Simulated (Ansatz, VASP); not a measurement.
## One calculation of Al, two programs

```
Al
1.0
     2.81794    0.00000    0.00000
    -1.40897    2.44041    0.00000
     0.00000    0.00000    8.53581
Al
4
Cartesian
  0.0000 0.0000 0.0000
  0.0000 1.6269 2.1340
  0.0000 0.0000 4.2679
  1.4090 0.8135 6.4019
```

Alike in both runs: task single point; functional PBEsol; dispersion D3(BJ); k mesh 18 × 18 × 6; occupations gaussian, width 0.15 eV; no spin polarisation.

|  | VASP | Ansatz |
| --- | --- | --- |
| version | VASP 6.6.1 | Ansatz 0.2.0 |
| potentials or method | VASP PAW PBE potentials, release 64 (Al), cutoff 520 eV | scalar-relativistic, plane waves, PAW |
| valence electrons in the cell | 12 | 12 |

```csv
,VASP,Ansatz,Ansatz less VASP
gap on the k mesh at the Fermi level (eV),none,none,-
pressure (GPa),7.3,7.1,-0.14
"traceless stress, the component that is largest in VASP (GPa)",6.28,6.24,-0.045
```

VASP's potentials were made for PBE, not for PBEsol, and Ansatz warns of the same on its side. A gap of «none» marks a metal or a gap that the smearing closes.
